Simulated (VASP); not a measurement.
Wanted: the native input for a VASP 6.6.1 run.

| Quantity | Value |
| --- | --- |
| Task | single point |
| Functional | PBE |
| Potentials or basis | VASP PAW PBE potentials, release 64 (Mo_sv) |
| Cutoff | 520 eV |
| k mesh | 22 × 22 × 22 |
| Occupations | gaussian, width 0.15 eV |
| Spin | no spin polarisation |
| Dipole correction | no |
| Further INCAR settings | ALGO = Fast; EDIFF = 1e-07; NBANDS = 13 |

The structure of Mo lies in POSCAR:

```
Mo
1.0
   -1.4453200000      1.4453200000      1.5710000000
    1.4453200000     -1.4453200000      1.5710000000
    1.4453200000      1.4453200000     -1.5710000000
Mo
1
Direct
    0.0000000000      0.0000000000      0.0000000000
```

This cell differs from its parent crystal: strain -0.080 along x and y, +0.000 along z.

These files were run (other wordings do the same):

INCAR

```
SYSTEM = Mo
ALGO = Fast
EDIFF = 1E-7
ENCUT = 520
GGA = PE
ISIF = 2
ISMEAR = 0
LASPH = .TRUE.
LCHARG = .FALSE.
LREAL = .FALSE.
LWAVE = .FALSE.
NBANDS = 13
NELM = 60
PREC = Accurate
SIGMA = 0.15
```

KPOINTS

```
k-points
0
G
  22 22 22
  0 0 0
```

Potentials or basis: VASP PAW PBE potentials, release 64 (Mo_sv).

Run with:

```console
$ cat potpaw_PBE.64/Mo_sv/POTCAR > POTCAR
$ mpirun -np 1 vasp_std > vasp.out
```

It gave:

```
Pressure               : 72.1 GPa
Band gap on the k mesh : zero (band 7 reaches 20.46 eV, above the bottom of band 8 at 14.32 eV)
```

Caveat: the cell differs from its parent crystal (strain -0.080 along x and y, +0.000 along z).

It took 4.7 min on 1 thread of AMD EPYC 7R13, on a shared host, peak memory 0.21 GiB.
